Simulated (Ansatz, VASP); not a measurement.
W3N: VASP beside Ansatz

```xyz
4
Lattice="3.8664 0.0000 0.0000 0.0000 3.8664 0.0000 0.0000 0.0000 3.8664" Properties=species:S:1:pos:R:3 pbc="T T T"
W     0.0000    1.9332    1.9332
W     1.9332    0.0000    1.9332
W     1.9332    1.9332    0.0000
N     0.0000    0.0000    0.0000
```

Alike in both runs: functional PBE; k mesh 4 × 4 × 4; occupations gaussian, width 0.1 eV; no spin polarisation.

Ansatz relaxed the structure, and its values are those at the end. VASP's run is a single point on that final structure, the one shown.

```csv
,VASP,Ansatz
version,VASP 6.6.1,Ansatz 0.2.0
potentials or method,"VASP PAW PBE potentials, release 64 (W_sv, N), cutoff 600 eV","scalar-relativistic, plane waves, PAW"
valence electrons in the cell,47,47
```

Ansatz gave:

* gap on the k mesh at the Fermi level (eV): none
* pressure (GPa): 0.3

**Question.** Estimate VASP's values.

**Answer.** gap on the k mesh at the Fermi level (eV): none; pressure (GPa): 0.8.

A gap of «none» marks a metal or a gap that the smearing closes.

The k mesh is coarse, so the values compare programs but aren't converged. Spin-orbit coupling is off throughout.
